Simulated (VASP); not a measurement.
Crystal: Ge.

```
CELL_PARAMETERS angstrom
0.05086 2.83099 2.83099
2.83099 0.05086 2.83099
2.83099 2.83099 0.05086
ATOMIC_POSITIONS crystal
Ge 0.00113 0.00113 0.00113
Ge 0.24887 0.24887 0.24887
```

This cell differs from its parent crystal: epitaxial 111 strain -2.0%.

Base run:

* Program: VASP 6.6.1
* Functional: r2SCAN
* Potentials or basis: VASP PAW PBE potentials, release 64 (Ge_d)
* Cutoff: 520 eV
* k mesh: 8 × 8 × 8
* Occupations: fermi-dirac, width 0.02 eV
* Spin: no spin polarisation

Its results: band gap on the k mesh 0.33 eV, indirect (least direct gap 0.50 eV); pressure 2.7 GPa; largest force 0.004 eV/Å.

Question: The run is repeated on the same cell with these changes: functional from r2SCAN to PBE. What comes out?

Answer: Band gap on the k mesh 0.08 eV, indirect (least direct gap 0.14 eV); pressure 5.6 GPa; largest force 0.030 eV/Å.

r2SCAN gives the wider gap, since meta-GGAs in the generalised Kohn-Sham scheme recover part of the derivative discontinuity.

Caveats: the PAW data sets were made with another functional, which shifts forces and pressure a little (some runs).

A k mesh can miss the band edges.
